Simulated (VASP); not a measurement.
# HgTe (R3m) in VASP: further runs

Runs on HgTe. Level: PBEsol. Tasks: electric field gradients.

All numbers are computed with VASP 6.6.1; they aren't measurements. Logs are shortened: lines on timing, memory, paths and dates and some standing lists are left out, and cuts for length are marked.

## (1) The cell of the first run

It takes space group R3m (No. 160, trigonal). The conventional cell has a = 4.582 Å, b = 4.582 Å, c = 11.055 Å, α = 90.00°, β = 90.00°, γ = 120.00°. Within 3.6 Å of Hg (site symmetry 3m) lie 4 Te at 2.76 to 2.80 Å. Within 3.6 Å of Te (site symmetry 3m) lie 4 Hg at 2.76 to 2.80 Å.

## (2) Electric field gradients, PBEsol (equal xy, yz and zx shear strains of -1 %)

INCAR reads:

```
SYSTEM = HgTe
  PREC = Accurate
  ENCUT = 520
  EDIFF = 1E-8
  ISMEAR = -1
  SIGMA = 0.05
  LREAL = .False.
  LASPH = .True.
  NELM = 100
  ALGO = Normal
  ISIF = 2
  LWAVE = .False.
  LCHARG = .False.
  GGA = PS
  LEFG = .True.
  NBANDS = 16
```

KPOINTS reads:

```
Automatic mesh
0
Gamma
  9 9 9
  0 0 0
```

POSCAR reads:

```
HgTe
1.0
   -0.0322350000      3.2073825000      3.2073825000
    3.2073825000     -0.0322350000      3.2073825000
    3.2073825000      3.2073825000     -0.0322350000
Hg Te
1 1
Direct
    0.0000000000      0.0000000000      0.0000000000
    0.7500000000      0.7500000000      0.7500000000
```

Potentials or basis: VASP PAW PBE potentials, release 64 (Hg, Te).

On the command line:

```console
$ cat potpaw_PBE.64/Hg/POTCAR potpaw_PBE.64/Te/POTCAR > POTCAR
$ mpirun -np 1 vasp_std > vasp.out
```

OUTCAR:

```text
SYSTEM = HgTe
   PREC = Accurate
   ENCUT = 520
   EDIFF = 1E-8
   ISMEAR = -1
   LREAL = .False.
   LASPH = .True.
   NELM = 100
   ISIF = 2
   GGA = PS

 ion  position               nearest neighbor table
   1  0.000  0.000  0.000-   2 2.76   2 2.80   2 2.80   2 2.80
   2  0.750  0.750  0.750-   1 2.76   1 2.80   1 2.80   1 2.80

  LATTYP: Found a trigonal (rhomboedric) cell.
 ALAT       =     4.5360383704
 COS(alpha) =     0.4899250057

  Lattice vectors:

 A1 = (  -0.0322350000,   3.2073825000,   3.2073825000)
 A2 = (   3.2073825000,  -0.0322350000,   3.2073825000)
 A3 = (   3.2073825000,   3.2073825000,  -0.0322350000)

Analysis of symmetry for initial positions (statically):
=====================================================================
 Subroutine PRICEL returns:
 Original cell was already a primitive cell.

 Routine SETGRP: Setting up the symmetry group for a
 trigonal (rhombohedral) supercell.

 Subroutine GETGRP returns: Found  6 space group operations
 (whereof  6 operations were pure point group operations)
 out of a pool of 12 trial point group operations.

The static configuration has the point symmetry C_3v.

Analysis of symmetry for dynamics (positions and initial velocities):
=====================================================================
 Subroutine PRICEL returns:
 Original cell was already a primitive cell.

 Routine SETGRP: Setting up the symmetry group for a
 trigonal (rhombohedral) supercell.

 Subroutine GETGRP returns: Found  6 space group operations
 (whereof  6 operations were pure point group operations)
 out of a pool of 12 trial point group operations.

The dynamic configuration has the point symmetry C_3v.

 Subroutine INISYM returns: Found  6 space group operations
 (whereof  6 operations are pure point group operations),
 and found     1 'primitive' translations

----------------------------------------------------------------------------------------

                                     Primitive cell

  volume of cell :      66.9854

  direct lattice vectors                    reciprocal lattice vectors
[... 123 lines left out ...]
   NGX = 17   NGY = 17   NGZ = 17

 number of electron      18.0000001 magnetization

 Free energy of the ion-electron system (eV)
  ---------------------------------------------------
  ext. energy  EPLUGINS =         0.00000000
  ---------------------------------------------------
  free energy    TOTEN  =        -4.36378792 eV

  energy without entropy =       -4.36334539  energy(sigma->0) =       -4.36356665

 E-fermi :   3.1033     XC(G=0):  -8.9738

 val. band max:        3.0731773004   @ k =   0.0000   0.0000   0.0000
 cond. band min:       3.6112110859   @ k =   0.1111   0.1111   0.1111
 fundamental gap:      0.5380337856
 Fermi energy:         3.1032516597

 k-point     1 :       0.0000    0.0000    0.0000
  band No.  band energies     occupation
      1      -9.0452      2.00000
      2      -4.3730      2.00000
      3      -4.3491      2.00000
      4      -4.3491      2.00000
      5      -3.8112      2.00000
      6      -3.8112      2.00000
[... 433 lines left out ...]
      3      -4.0331      2.00000
      4      -4.0044      2.00000
      5      -3.7490      2.00000
      6      -3.4667      2.00000
[... 8 lines left out ...]
     15      13.2887      0.00000
     16      14.7778      0.00000

 [... further k-points ...]

------------------------ aborting loop because EDIFF is reached ----------------------------------------

  FORCE on cell =-STRESS in cart. coord.  units (eV):
  Direction    XX          YY          ZZ          XY          YZ          ZX
  --------------------------------------------------------------------------------------
  -------------------------------------------------------------------------------------
  Total        0.6153106      0.6153106      0.6153106      0.1812329      0.1812329      0.1812329
  in kB       14.7171805     14.7171805     14.7171805      4.3347823      4.3347823      4.3347823
  external PRESSURE =      14.7171805 kB  Pullay stress =       0.0000000 kB

 VOLUME and BASIS-vectors are now :
 -----------------------------------------------------------------------------
  energy-cutoff  :      520.00
  volume of cell :       66.99
      direct lattice vectors                 reciprocal lattice vectors
    -0.032235000  3.207382500  3.207382500    -0.153559717  0.155118699  0.155118699
     3.207382500 -0.032235000  3.207382500     0.155118699 -0.153559717  0.155118699
     3.207382500  3.207382500 -0.032235000     0.155118699  0.155118699 -0.153559717

 POSITION                                       TOTAL-FORCE (eV/Angst)
 -----------------------------------------------------------------------------------
      0.00000      0.00000      0.00000         0.064494      0.064494      0.064494
      4.78690      4.78690      4.78690        -0.064494     -0.064494     -0.064494
 -----------------------------------------------------------------------------------
    total drift:                               -0.000328     -0.000328     -0.000328

  FREE ENERGIE OF THE ION-ELECTRON SYSTEM (eV)
  ---------------------------------------------------
  free  energy   TOTEN  =        -4.3637879198 eV

  energy  without entropy=       -4.3633453852  energy(sigma->0) =       -4.36356665

 Electric field gradients (V/A^2)
---------------------------------------------------------------------
 ion       V_xx      V_yy      V_zz      V_xy      V_xz      V_yz
---------------------------------------------------------------------
   1      -0.000     0.000     0.000   -14.150   -14.150   -14.150
   2       0.000    -0.000    -0.000    -1.581    -1.581    -1.581
---------------------------------------------------------------------

 Electric field gradients after diagonalization (V/A^2)
 (convention: |V_zz| > |V_xx| > |V_yy|)
----------------------------------------------------------------------
 ion       V_xx      V_yy      V_zz     asymmetry (V_yy - V_xx)/ V_zz
----------------------------------------------------------------------
   1      14.150    14.150   -28.300       0.000
   2       1.581     1.581    -3.162       0.000
----------------------------------------------------------------------

           NMR quadrupolar parameters

 Cq : quadrupolar parameter    Cq=e*Q*V_zz/h
 eta: asymmetry parameters     (V_yy - V_xx)/ V_zz
 Q  : nuclear electric quadrupole moment in mb (millibarn)
----------------------------------------------------------------------
 ion       Cq(MHz)       eta       Q (mb)
----------------------------------------------------------------------
   1      -0.068       0.000       1.000
   2      -0.008       0.000       1.000
----------------------------------------------------------------------
```

It took 39 s on 1 thread of Intel Xeon 6975P-C (Granite Rapids), shared host; peak memory 0.26 GiB.

What came out:

```yaml
Free_energy: -4.3638 eV
Pressure: 1.5 GPa
Largest_force: 0.112 eV/Å
Largest_electric_field_gradient_by_atom: Hg -28.3; Te -3.2 V/Å²
```

Forces on the atoms (eV/Å):
```
Hg   0.064  0.064  0.064
Te  -0.064 -0.064 -0.064
```

Electric field gradients, principal values (V/Å²):
| atom | least | middle | greatest (by size) |
| --- | --- | --- | --- |
| 1 Hg | 14.150 | 14.150 | -28.300 |
| 2 Te | 1.581 | 1.581 | -3.162 |

Caveat: the cell differs from its parent crystal (equal xy, yz and zx shear strains of -1 %); without QUAD_EFG the Cq values of the log hold for a quadrupole moment of 1 mb, not for the nuclei; the PAW data sets were made with another functional, which shifts forces and pressure a little; spin-orbit coupling is left out, which moves the levels of the heavy elements.

## (3) Electric field gradients, PBEsol (equal xy, yz and zx shear strains of +1 %)

INCAR reads:

```
PREC = Accurate
ENCUT = 520
EDIFF = 1E-8
ISMEAR = -1
SIGMA = 0.05
LREAL = False
LASPH = True
NELM = 80
ALGO = Normal
ISIF = 2
LWAVE = False
LCHARG = False
GGA = PS
LEFG = True
NBANDS = 16
```

KPOINTS reads:

```
Automatic mesh
0
Gamma
  9 9 9
```

POSCAR reads:

```
HgTe
1.0
    0.0322350000      3.2396175000      3.2396175000
    3.2396175000      0.0322350000      3.2396175000
    3.2396175000      3.2396175000      0.0322350000
Hg Te
1 1
Direct
    0.0000000000      0.0000000000      0.0000000000
    0.7500000000      0.7500000000      0.7500000000
```

Potentials or basis: VASP PAW PBE potentials, release 64 (Hg, Te).

On the command line:

```console
$ cat potpaw_PBE.64/Hg/POTCAR potpaw_PBE.64/Te/POTCAR > POTCAR
$ mpirun -np 1 vasp_std > vasp.out
```

OUTCAR:

```text
PREC = Accurate
   ENCUT = 520
   EDIFF = 1E-8
   ISMEAR = -1
   LREAL = False
   LASPH = True
   NELM = 80
   ISIF = 2
   GGA = PS

 ion  position               nearest neighbor table
   1  0.000  0.000  0.000-   2 2.78   2 2.78   2 2.78   2 2.82
   2  0.750  0.750  0.750-   1 2.78   1 2.78   1 2.78   1 2.82

  LATTYP: Found a trigonal (rhomboedric) cell.
 ALAT       =     4.5816244049
 COS(alpha) =     0.5099250056

  Lattice vectors:

 A1 = (   0.0322350000,   3.2396175000,   3.2396175000)
 A2 = (   3.2396175000,   0.0322350000,   3.2396175000)
 A3 = (   3.2396175000,   3.2396175000,   0.0322350000)

Analysis of symmetry for initial positions (statically):
=====================================================================
 Subroutine PRICEL returns:
 Original cell was already a primitive cell.

 Routine SETGRP: Setting up the symmetry group for a
 trigonal (rhombohedral) supercell.

[... 645 lines left out ...]
      direct lattice vectors                 reciprocal lattice vectors
     0.032235000  3.239617500  3.239617500    -0.156662091  0.155118622  0.155118622
     3.239617500  0.032235000  3.239617500     0.155118622 -0.156662091  0.155118622
     3.239617500  3.239617500  0.032235000     0.155118622  0.155118622 -0.156662091

 POSITION                                       TOTAL-FORCE (eV/Angst)
 -----------------------------------------------------------------------------------
      0.00000      0.00000      0.00000        -0.056975     -0.056975     -0.056975
      4.88360      4.88360      4.88360         0.056975      0.056975      0.056975
 -----------------------------------------------------------------------------------
    total drift:                                0.000098      0.000098      0.000098

  FREE ENERGIE OF THE ION-ELECTRON SYSTEM (eV)
  ---------------------------------------------------
  free  energy   TOTEN  =        -4.3638928169 eV

  energy  without entropy=       -4.3634451479  energy(sigma->0) =       -4.36366898

 Electric field gradients (V/A^2)
---------------------------------------------------------------------
 ion       V_xx      V_yy      V_zz      V_xy      V_xz      V_yz
---------------------------------------------------------------------
   1      -0.000     0.000     0.000    14.105    14.105    14.105
   2      -0.000    -0.000    -0.000     1.945     1.945     1.945
---------------------------------------------------------------------

 Electric field gradients after diagonalization (V/A^2)
 (convention: |V_zz| > |V_xx| > |V_yy|)
----------------------------------------------------------------------
 ion       V_xx      V_yy      V_zz     asymmetry (V_yy - V_xx)/ V_zz
----------------------------------------------------------------------
   1     -14.105   -14.105    28.210       0.000
   2      -1.945    -1.945     3.889       0.000
----------------------------------------------------------------------

           NMR quadrupolar parameters

 Cq : quadrupolar parameter    Cq=e*Q*V_zz/h
 eta: asymmetry parameters     (V_yy - V_xx)/ V_zz
 Q  : nuclear electric quadrupole moment in mb (millibarn)
----------------------------------------------------------------------
 ion       Cq(MHz)       eta       Q (mb)
----------------------------------------------------------------------
   1       0.068       0.000       1.000
   2       0.009       0.000       1.000
----------------------------------------------------------------------
```

OSZICAR:

```text
N       E                     dE             d eps       ncg     rms          rms(c)
DAV:   1     0.104269651198E+03    0.10427E+03   -0.80059E+03  2728   0.973E+02
DAV:   2    -0.970758294841E+00   -0.10524E+03   -0.98342E+02  3160   0.227E+02
DAV:   3    -0.456889906501E+01   -0.35981E+01   -0.35887E+01  3376   0.436E+01
DAV:   4    -0.460190424391E+01   -0.33005E-01   -0.33003E-01  4000   0.379E+00
DAV:   5    -0.460197918455E+01   -0.74941E-04   -0.74941E-04  3616   0.172E-01    0.782E+00
DAV:   6    -0.437704780746E+01    0.22493E+00   -0.44181E-01  3208   0.921E+00    0.622E+00
DAV:   7    -0.436612374472E+01    0.10924E-01   -0.10140E-01  3224   0.220E+00    0.227E+00
DAV:   8    -0.436411632993E+01    0.20074E-02   -0.10774E-02  3008   0.121E+00    0.578E-01
DAV:   9    -0.436387962427E+01    0.23671E-03   -0.69806E-04  3528   0.306E-01    0.121E-01
DAV:  10    -0.436388733629E+01   -0.77120E-05   -0.76121E-05  3408   0.801E-02    0.500E-02
DAV:  11    -0.436389432635E+01   -0.69901E-05   -0.20717E-05  3400   0.370E-02    0.313E-02
DAV:  12    -0.436389293679E+01    0.13896E-05   -0.33967E-06  2904   0.160E-02    0.155E-02
DAV:  13    -0.436389292022E+01    0.16568E-07   -0.32135E-07  3576   0.314E-03    0.891E-03
DAV:  14    -0.436389282231E+01    0.97911E-07   -0.20327E-07  2928   0.480E-03    0.142E-03
DAV:  15    -0.436389281690E+01    0.54063E-08   -0.27643E-08  3544   0.112E-03
   1 F= -.43638928E+01 E0= -.43636690E+01  d E =-.447669E-03
```

Run time: 36 s. Hardware: 1 thread of Intel Xeon 6975P-C (Granite Rapids), shared host; peak memory 0.26 GiB.

Results:

| Property | Result |
| --- | --- |
| Free energy | -4.3639 eV |
| Pressure | 1.5 GPa |
| Largest force | 0.099 eV/Å |
| Band gap on the k mesh | zero (filled and empty bands touch) |
| Largest electric field gradient by atom | Hg +28.2; Te +3.9 V/Å² |

Forces in eV/Å, atoms in the order of the input:
```
Hg  -0.057 -0.057 -0.057
Te   0.057  0.057  0.057
```

Electric field gradients, principal values (V/Å²):
| atom | least | middle | greatest (by size) |
| --- | --- | --- | --- |
| 1 Hg | -14.105 | -14.105 | 28.210 |
| 2 Te | -1.945 | -1.945 | 3.889 |

Caveat: the cell differs from its parent crystal (equal xy, yz and zx shear strains of +1 %); semilocal functionals underestimate gaps, so a narrow gap can read as zero; without QUAD_EFG the Cq values of the log hold for a quadrupole moment of 1 mb, not for the nuclei; the PAW data sets were made with another functional, which shifts forces and pressure a little; spin-orbit coupling is left out, which moves the levels of the heavy elements.

(Part 1 of 2 ends here.)
